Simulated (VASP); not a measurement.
# GaP (F-43m) in VASP: notebook

The runs below take GaP through single point, with LDA.

Everything below comes from runs of VASP 6.6.1. Logs are shortened: lines on timing, memory, paths and dates and some standing lists are left out, and cuts for length are marked.

## Step 1: The cell of the first run

Symmetry: F-43m, No. 216, cubic system. The conventional cell has a = 5.414 Å, b = 5.414 Å, c = 5.414 Å, α = 90.00°, β = 90.00°, γ = 90.00°. Within 3.1 Å of Ga (site symmetry -43m) lie 4 P at 2.34 Å. Within 3.1 Å of P (site symmetry -43m) lie 4 Ga at 2.34 Å.

## Step 2: Single point, LDA (volume scaled by 0.98)

The input, INCAR:

```
SYSTEM = GaP
ALGO = Normal
EDIFF = 1E-7
ENCUT = 520
GGA = CA
ISIF = 2
ISMEAR = -1
LASPH = .True.
LCHARG = .False.
LREAL = .False.
LWAVE = .False.
NBANDS = 16
NELM = 100
PREC = Accurate
SIGMA = 0.05
```

The input, KPOINTS:

```
k-points
0
Gamma
  10 10 10
  0 0 0
```

The input, POSCAR:

```
GaP
1.0
    0.0000000000      2.7069591804      2.7069591804
    2.7069591804      0.0000000000      2.7069591804
    2.7069591804      2.7069591804      0.0000000000
Ga P
1 1
Direct
    0.0000000000      0.0000000000      0.0000000000
    0.7500000000      0.7500000000      0.7500000000
```

Potentials or basis: VASP PAW LDA potentials, release 64 (Ga_d, P).

Command:

```console
$ cat potpaw_LDA.64/Ga_d/POTCAR potpaw_LDA.64/P/POTCAR > POTCAR
$ mpirun -np 1 vasp_std > vasp.out
```

OUTCAR:

```text
SYSTEM = GaP
   EDIFF = 1E-7
   ENCUT = 520
   GGA = CA
   ISIF = 2
   ISMEAR = -1
   LASPH = .True.
   LREAL = .False.
   NELM = 100
   PREC = Accurate

 ion  position               nearest neighbor table
   1  0.000  0.000  0.000-   2 2.34   2 2.34   2 2.34   2 2.34
   2  0.750  0.750  0.750-   1 2.34   1 2.34   1 2.34   1 2.34

  LATTYP: Found a face centered cubic cell.
 ALAT       =     5.4139183608

  Lattice vectors:

 A1 = (   0.0000000000,   2.7069591804,   2.7069591804)
 A2 = (   2.7069591804,   0.0000000000,   2.7069591804)
 A3 = (   2.7069591804,   2.7069591804,   0.0000000000)

Analysis of symmetry for initial positions (statically):
=====================================================================
 Subroutine PRICEL returns:
 Original cell was already a primitive cell.

 Routine SETGRP: Setting up the symmetry group for a
 face centered cubic supercell.

 Subroutine GETGRP returns: Found 24 space group operations
 (whereof 24 operations were pure point group operations)
 out of a pool of 48 trial point group operations.

The static configuration has the point symmetry T_d .

Analysis of symmetry for dynamics (positions and initial velocities):
=====================================================================
 Subroutine PRICEL returns:
 Original cell was already a primitive cell.

 Routine SETGRP: Setting up the symmetry group for a
 face centered cubic supercell.

 Subroutine GETGRP returns: Found 24 space group operations
 (whereof 24 operations were pure point group operations)
 out of a pool of 48 trial point group operations.

The dynamic configuration has the point symmetry T_d .

 Subroutine INISYM returns: Found 24 space group operations
 (whereof 24 operations are pure point group operations),
 and found     1 'primitive' translations

----------------------------------------------------------------------------------------

                                     Primitive cell

  volume of cell :      39.6712

  direct lattice vectors                    reciprocal lattice vectors
     0.000000000  2.706959180  2.706959180    -0.184709102  0.184709102  0.184709102
     2.706959180  0.000000000  2.706959180     0.184709102 -0.184709102  0.184709102
     2.706959180  2.706959180  0.000000000     0.184709102  0.184709102 -0.184709102

  length of vectors
     3.828218386  3.828218386  3.828218386     0.319925550  0.319925550  0.319925550

  position of ions in fractional coordinates (direct lattice)
     0.000000000  0.000000000  0.000000000
     0.750000000  0.750000000  0.750000000

  ion indices of the primitive-cell ions
   primitive index   ion index
                 1           1
                 2           2

----------------------------------------------------------------------------------------

 KPOINTS: k-points

Automatic generation of k-mesh.
 Grid dimensions read from file:
 generate k-points for:   10   10   10

 Generating k-lattice:

  Cartesian coordinates                     Fractional coordinates (reciprocal lattice)
    -0.018470910  0.018470910  0.018470910     0.100000000  0.000000000  0.000000000
     0.018470910 -0.018470910  0.018470910     0.000000000  0.100000000  0.000000000
     0.018470910  0.018470910 -0.018470910     0.000000000  0.000000000  0.100000000

  Length of vectors
     0.031992555  0.031992555  0.031992555

  Shift w.r.t. Gamma in fractional coordinates (k-lattice)
     0.000000000  0.000000000  0.000000000

 Subroutine IBZKPT returns following result:
 ===========================================

 Found     47 irreducible k-points:

 Following reciprocal coordinates:
            Coordinates               Weight
  0.000000  0.000000  0.000000      1.000000
  0.100000  0.000000  0.000000      8.000000
  0.200000  0.000000  0.000000      8.000000
  0.300000  0.000000  0.000000      8.000000
  0.400000  0.000000  0.000000      8.000000
  0.500000  0.000000  0.000000      4.000000
[... 16 lines left out ...]
  0.300000  0.300000  0.000000      6.000000
  0.400000  0.300000  0.000000     24.000000
 [... further k-points ...]
   k-points           NKPTS =     47   k-points in BZ     NKDIM =     47   number of bands    NBANDS=     16
   number of dos      NEDOS =    301   number of ions     NIONS =      2
   total plane-waves  NPLWV =  21952
   dimension x,y,z NGX =    28 NGY =   28 NGZ =   28
   dimension x,y,z NGXF=    56 NGYF=   56 NGZF=   56
   ions per type =               1   1
   NGX,Y,Z   is equivalent  to a cutoff of  12.16, 12.16, 12.16 a.u.
   NGXF,Y,Z  is equivalent  to a cutoff of  24.32, 24.32, 24.32 a.u.
 SYSTEM =  GaP
   PREC   = accura    normal or accurate (medium, high low for compatibility)
   ISTART =      0    job   : 0-new  1-cont  2-samecut
   ICHARG =      2    charge: 1-file 2-atom 10-const
   ISPIN  =      1    spin polarized calculation?
   LNONCOLLINEAR =      F non collinear calculations
   LSORBIT =      F    spin-orbit coupling
   LASPH  =      T    aspherical Exc in radial PAW
   ENCUT  =  520.0 eV  38.22 Ry    6.18 a.u.   7.12  7.12  7.12*2*pi/ulx,y,z
   NELM   =    100;   NELMIN=  2; NELMDL= -5     # of ELM steps
   EDIFF  = 0.1E-06   stopping-criterion for ELM
   LREAL  =      F    real-space projection
   EDIFFG = 0.1E-05   stopping-criterion for IOM
   NSW    =      0    number of steps for IOM
   IBRION =     -1    ionic relax: 0-MD 1-quasi-New 2-CG
   NFREE  =      0    steps in history (QN), initial steepest desc. (CG)
   ISIF   =      2    stress and relaxation
   ISYM   =      2    0-nonsym 1-usesym 2-fastsym
   POTIM  = 0.5000    time-step for ionic-motion
   TEBEG  =    0.0;   TEEND  =   0.0 temperature during run
   PSTRESS=    0.0 pullay stress
   NELECT =      18.0000    total number of electrons
   NUPDOWN=      -1.0000    fix difference up-down
   EMIN   =  10.00;   EMAX   =-10.00  energy-range for DOS
   EFERMI =   0.00;   METHOD = LEGACY
   ISMEAR =    -1;   SIGMA  =   0.05  broadening in eV -4-tet -1-fermi 0-gaus
   EFERMI_NEDOS =   21; number of points for ismear=-14 and -15
   IALGO  =     38    algorithm
   IMIX   =      4    mixing-type and parameters
     AMIX     =   0.40;   BMIX     =  1.00
     AMIX_MAG =   1.60;   BMIX_MAG =  1.00
  volume/ion in A,a.u.               =      19.84       133.86
  Fermi-wavevector in a.u.,A,eV,Ry     =   1.257981  2.377239 21.531428  1.582515
  Thomas-Fermi vector in A             =   2.391613
   LORBIT       =      0    0 simple, 1 ext, 2 COOP (PROOUT), +10 PAW based schemes
   GGA     = CA    functional components
   LHFCALC =     F    Hartree Fock is set to
   AEXX    =    0.0000 exact exchange contribution
   IVDW    =     0    specifies the selected vdW correction
   LEPSILON=     F    determine dielectric tensor
   LRPA    =     F    only Hartree local field effects (RPA)
 non-spin polarized calculation
  energy-cutoff  :      520.00
  volume of cell :       39.67
 maximum number of plane-waves:      1090
   NGX = 15   NGY = 15   NGZ = 15

 number of electron      18.0000008 magnetization

 Free energy of the ion-electron system (eV)
  ---------------------------------------------------
  ext. energy  EPLUGINS =         0.00000000
  ---------------------------------------------------
  free energy    TOTEN  =       -10.45177657 eV

  energy without entropy =      -10.45177656  energy(sigma->0) =      -10.45177657

 E-fermi :   5.4079     XC(G=0): -10.2547

 val. band max:        4.7141824807   @ k =   0.0000   0.0000   0.0000
 cond. band min:       6.1363116386   @ k =   0.4000   0.4000   0.0000
 fundamental gap:      1.4221291578
 Fermi energy:         5.4078554521

 k-point     1 :       0.0000    0.0000    0.0000
  band No.  band energies     occupation
      1     -10.0260      2.00000
      2     -10.0260      2.00000
      3     -10.0260      2.00000
      4      -9.9216      2.00000
      5      -9.9216      2.00000
      6      -7.9486      2.00000
[... 8 lines left out ...]
     15      14.5412      0.00000
     16      14.5412      0.00000

 k-point     2 :       0.1000    0.0000    0.0000
  band No.  band energies     occupation
      1     -10.0350      2.00000
      2     -10.0227      2.00000
      3     -10.0227      2.00000
      4      -9.9217      2.00000
      5      -9.9217      2.00000
      6      -7.8151      2.00000
[... 8 lines left out ...]
     15      14.0313      0.00000
     16      14.0313      0.00000

 k-point     3 :       0.2000    0.0000    0.0000
  band No.  band energies     occupation
      1     -10.0571      2.00000
      2     -10.0148      2.00000
      3     -10.0148      2.00000
      4      -9.9212      2.00000
      5      -9.9212      2.00000
      6      -7.4274      2.00000
[... 8 lines left out ...]
     15      13.5829      0.00000
     16      14.6305      0.00000

 k-point     4 :       0.3000    0.0000    0.0000
  band No.  band energies     occupation
      1     -10.0821      2.00000
      2     -10.0066      2.00000
      3     -10.0066      2.00000
      4      -9.9189      2.00000
      5      -9.9189      2.00000
      6      -6.8310      2.00000
[... 8 lines left out ...]
     15      13.9989      0.00000
     16      14.2551      0.00000
[... 324 lines left out ...]
 k-point    22 :      -0.2000    0.2000    0.0000
  band No.  band energies     occupation
      1     -10.0876      2.00000
      2     -10.0012      2.00000
      3     -10.0006      2.00000
      4      -9.9254      2.00000
      5      -9.9172      2.00000
      6      -6.6276      2.00000
[... 8 lines left out ...]
     15      15.9875      0.00000
     16      16.7305      0.00000

 k-point    23 :       0.3000    0.3000    0.0000
  band No.  band energies     occupation
      1     -10.1108      2.00000
      2      -9.9818      2.00000
      3      -9.9818      2.00000
      4      -9.9453      2.00000
      5      -9.9065      2.00000
      6      -6.4460      2.00000
[... 8 lines left out ...]
     15      15.8979      0.00000
     16      18.4239      0.00000

 k-point    24 :       0.4000    0.3000    0.0000
  band No.  band energies     occupation
      1     -10.1228      2.00000
      2      -9.9758      2.00000
      3      -9.9735      2.00000
      4      -9.9481      2.00000
      5      -9.9042      2.00000
      6      -5.9043      2.00000
[... 8 lines left out ...]
     15      16.5616      0.00000
     16      18.4580      0.00000

 [... further k-points ...]

------------------------ aborting loop because EDIFF is reached ----------------------------------------

  FORCE on cell =-STRESS in cart. coord.  units (eV):
  Direction    XX          YY          ZZ          XY          YZ          ZX
  --------------------------------------------------------------------------------------
  -------------------------------------------------------------------------------------
  Total       -0.2436875     -0.2436875     -0.2436875      0.0000000     -0.0000000      0.0000000
  in kB       -9.8416698     -9.8416698     -9.8416698      0.0000000     -0.0000000      0.0000000
  external PRESSURE =      -9.8416698 kB  Pullay stress =       0.0000000 kB

 VOLUME and BASIS-vectors are now :
 -----------------------------------------------------------------------------
  energy-cutoff  :      520.00
  volume of cell :       39.67
      direct lattice vectors                 reciprocal lattice vectors
     0.000000000  2.706959180  2.706959180    -0.184709102  0.184709102  0.184709102
     2.706959180  0.000000000  2.706959180     0.184709102 -0.184709102  0.184709102
     2.706959180  2.706959180  0.000000000     0.184709102  0.184709102 -0.184709102

 POSITION                                       TOTAL-FORCE (eV/Angst)
 -----------------------------------------------------------------------------------
      0.00000      0.00000      0.00000        -0.000000     -0.000000     -0.000000
      4.06044      4.06044      4.06044         0.000000      0.000000      0.000000
 -----------------------------------------------------------------------------------
    total drift:                               -0.000000     -0.000000     -0.000000

  FREE ENERGIE OF THE ION-ELECTRON SYSTEM (eV)
  ---------------------------------------------------
  free  energy   TOTEN  =       -10.4517765712 eV

  energy  without entropy=      -10.4517765591  energy(sigma->0) =      -10.45177657
```

It took 22 s on 1 thread of Intel Xeon Platinum 8488C (Sapphire Rapids), shared host; peak memory 0.15 GiB.

Results:

* Free energy: -10.4518 eV
* Pressure: -1.0 GPa
* Band gap on the k mesh: 1.42 eV, indirect (least direct gap 1.81 eV)

## Step 3: Single point, LDA (volume scaled by 0.99)

The input, INCAR:

```
SYSTEM = GaP
PREC = Accurate ; ENCUT = 520
EDIFF = 1E-6 ; ISMEAR = -1
SIGMA = 0.05 ; LREAL = .False.
LASPH = .True. ; NELM = 100
ALGO = Normal ; ISIF = 2
LWAVE = .False. ; LCHARG = .False.
NBANDS = 16
```

The input, KPOINTS:

```
regular mesh
0
Gamma
  10 10 10
  0 0 0
```

The input, POSCAR:

```
GaP
1.0
    0.0000000000      2.7161353834      2.7161353834
    2.7161353834      0.0000000000      2.7161353834
    2.7161353834      2.7161353834      0.0000000000
Ga P
1 1
Direct
    0.0000000000      0.0000000000      0.0000000000
    0.7500000000      0.7500000000      0.7500000000
```

Potentials or basis: VASP PAW LDA potentials, release 64 (Ga_d, P).

Command:

```console
$ cat potpaw_LDA.64/Ga_d/POTCAR potpaw_LDA.64/P/POTCAR > POTCAR
$ mpirun -np 1 vasp_std > vasp.out
```

Run time: 26 s. Hardware: 1 thread of Intel Xeon Platinum 8488C (Sapphire Rapids), shared host; peak memory 0.16 GiB.

Results (log left out):

```yaml
Free_energy: -10.4482 eV
Pressure: -1.9 GPa
Band_gap_on_the_k_mesh: 1.44 eV, indirect (least direct gap 1.72 eV)
```

Levels at points of the mesh, in eV from the valence-band top:
```csv
k point,band 6,band 7,band 8,band 9,band 10,band 11,band 12,band 13
"(0.00, 0.00, 0.00)",-12.59,0.00,0.00,0.00,1.72,3.79,3.79,3.79
"(0.50, 0.00, 0.00)",-10.47,-6.77,-1.14,-1.14,1.55,4.63,4.63,8.07
"(0.50, 0.50, 0.00)",-9.54,-6.89,-2.74,-2.74,1.48,1.67,10.53,10.53
```

## Step 4: Single point, LDA (volume scaled by 1.01)

The input, INCAR:

```
SYSTEM = GaP
  PREC = Accurate
  ENCUT = 520
  EDIFF = 1E-7
  ISMEAR = -1
  SIGMA = 0.05
  LREAL = .FALSE.
  LASPH = .TRUE.
  NELM = 60
  ALGO = Normal
  ISIF = 2
  LWAVE = .FALSE.
  LCHARG = .FALSE.
  NBANDS = 16
```

The input, KPOINTS:

```
Automatic mesh
0
G
  10 10 10
  0 0 0
```

The input, POSCAR:

```
GaP
1.0
    0.0000000000      2.7343040532      2.7343040532
    2.7343040532      0.0000000000      2.7343040532
    2.7343040532      2.7343040532      0.0000000000
Ga P
1 1
Direct
    0.0000000000      0.0000000000      0.0000000000
    0.7500000000      0.7500000000      0.7500000000
```

Command:

```console
$ cat potpaw_LDA.64/Ga_d/POTCAR potpaw_LDA.64/P/POTCAR > POTCAR
$ mpirun -np 1 vasp_std > vasp.out
```

It took 27 s on 1 thread of Intel Xeon Platinum 8488C (Sapphire Rapids), shared host; peak memory 0.16 GiB.

The run converged. Its results:

```
Free energy            : -10.4350 eV
Pressure               : -3.4 GPa
Band gap on the k mesh : 1.47 eV, indirect (least direct gap 1.56 eV)
```

Levels at points of the mesh, in eV from the valence-band top:
```csv
k point,band 6,band 7,band 8,band 9,band 10,band 11,band 12,band 13
"(0.00, 0.00, 0.00)",-12.43,0.00,0.00,0.00,1.56,3.80,3.80,3.80
"(0.50, 0.00, 0.00)",-10.38,-6.65,-1.11,-1.11,1.49,4.63,4.63,8.03
"(0.50, 0.50, 0.00)",-9.48,-6.79,-2.67,-2.67,1.52,1.69,10.38,10.38
```

## Step 5: Summary

```tsv
cell	gap on the mesh (eV)	pressure (GPa)
a = 3.828 Å, angles 60.0°, 2 atoms	1.42	-1.0
a = 3.841 Å, angles 60.0°, 2 atoms	1.44	-1.9
a = 3.867 Å, angles 60.0°, 2 atoms	1.47	-3.4
```

Alike in all rows: task single point; level LDA; potentials or basis VASP PAW LDA potentials, release 64 (Ga_d, P); no spin polarisation; k mesh 10 × 10 × 10; cutoff (eV) 520; smearing fermi-dirac 0.05 eV.

Total energies depend on the potentials used, so only differences within one code and one set of settings carry meaning.
